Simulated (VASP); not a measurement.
## Cu: relaxation of cell and atoms with PBEsol

Crystal: Cu.

```
Cu
1.0
     2.53410    0.00000    0.00000
    -1.26705    2.19459    0.00000
     0.00000    0.00000    4.11257
Cu
2
Direct
  0.66667 0.33333 0.75000
  0.33333 0.66667 0.25000
```

```
Program                : VASP 6.6.1
Task                   : relaxation of cell and atoms
Functional             : PBEsol
Potentials or basis    : VASP PAW PBE potentials, release 64 (Cu)
Cutoff                 : 600 eV
k mesh                 : 12 × 12 × 7
Occupations            : fermi-dirac, width 0.05 eV
Spin                   : no spin polarisation
Dipole correction      : no
Further INCAR settings : ALGO = Normal; EDIFF = 1e-07; IBRION = 2; EDIFFG = -0.01; NSW = 60; ISIF = 3
```

- Relaxed volume: 11.39 Å³/atom
- Relaxed cell: a = 2.529 Å, b = 2.529 Å, c = 4.111 Å, α = 90.00°, β = 90.00°, γ = 120.00°
- Space group after relaxing (to 0.05 Å): P6_3/mmc (No. 194)
- Energy gained by relaxing: 0.1 meV/atom
- Ionic steps: 6
- Pressure after relaxing: 0.0 GPa
- Band gap on the k mesh: zero (band 11 reaches 11.89 eV, above the bottom of band 12 at 5.93 eV)

Stress tensor (GPa, compression positive):
```
-0.06  0.00  0.00
 0.00 -0.06  0.00
 0.00  0.00  0.06
```

Step by step:
```
step  energy change (eV)  largest force (eV/Å)  pressure (GPa)  volume (Å³)
   1              0.0000                0.0000           -0.63        22.87
   2             -0.0001                0.0000            0.40        22.72
   3             -0.0002                0.0000            0.04        22.77
   4             -0.0002                0.0000            0.03        22.78
   5             -0.0002                0.0000            0.02        22.78
   6             -0.0002                0.0000           -0.02        22.78
```

Final structure:
```yaml
crystal:
  lattice:
    - [2.52945, 0.00000, 0.00000]
    - [-1.26472, 2.19057, 0.00000]
    - [0.00000, 0.00000, 4.11126]
  atoms:
    - { symbol: Cu, position: [0.66667, 0.33333, 0.75000] }
    - { symbol: Cu, position: [0.33333, 0.66667, 0.25000] }
```

Levels at points of the mesh, in eV from the Fermi level:
| k point | band 9 | band 10 | band 11 | band 12 | band 13 | band 14 |
| --- | --- | --- | --- | --- | --- | --- |
| (0.00, 0.00, 0.00) | -2.51 | -1.71 | -1.71 | -1.05 | 4.04 | 21.62 |
| (0.50, 0.00, 0.00) | -1.56 | -1.51 | 0.03 | 1.65 | 7.96 | 8.39 |

It took 2.7 min on 1 thread of Intel Xeon 8259CL, with other jobs on the host, peak memory 0.16 GiB.

Caveat: the PAW data sets were made with another functional, which shifts forces and pressure a little.
